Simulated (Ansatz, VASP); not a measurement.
**Two plane-wave programs on SnS**

```
Sn S
1.0
    10.97570    0.00000    0.00000
     0.00000    3.95383    0.00000
     0.00000    0.00000    4.18433
Sn S
4 4
Direct
  0.11785 0.25000 0.10934
  0.38215 0.75000 0.60934
  0.61785 0.25000 0.39066
  0.88215 0.75000 0.89066
  0.85397 0.25000 0.47383
  0.64603 0.75000 0.97383
  0.35397 0.25000 0.02617
  0.14603 0.75000 0.52617
```

Alike in both runs: functional LDA; k mesh 4 × 8 × 6; occupations gaussian, width 0.02 eV; no spin polarisation.

Ansatz relaxed the structure, and its values are those at the end. VASP's run is a single point on that final structure, the one shown.

|  | VASP | Ansatz |
| --- | --- | --- |
| version | VASP 6.6.1 | Ansatz 0.2.0 |
| potentials or method | VASP PAW LDA potentials, release 64 (Sn_d, S), cutoff 500 eV | scalar-relativistic, plane waves, PAW |
| valence electrons in the cell | 80 | 80 |

|  | VASP | Ansatz | Ansatz less VASP |
| --- | --- | --- | --- |
| gap on the k mesh at the Fermi level (eV) | 0.63 | 0.65 | +0.026 |
| least direct gap on the mesh (eV) | 1.03 | 1.05 | +0.017 |
| pressure (GPa) | 0.0 | 0.0 | 0.00 |
| rms of the force components (eV/Å) | 0.010 | 0.002 | -0.0076 |

LDA's correlation is that of Perdew and Zunger in VASP and of Perdew and Wang (1992) in Ansatz.
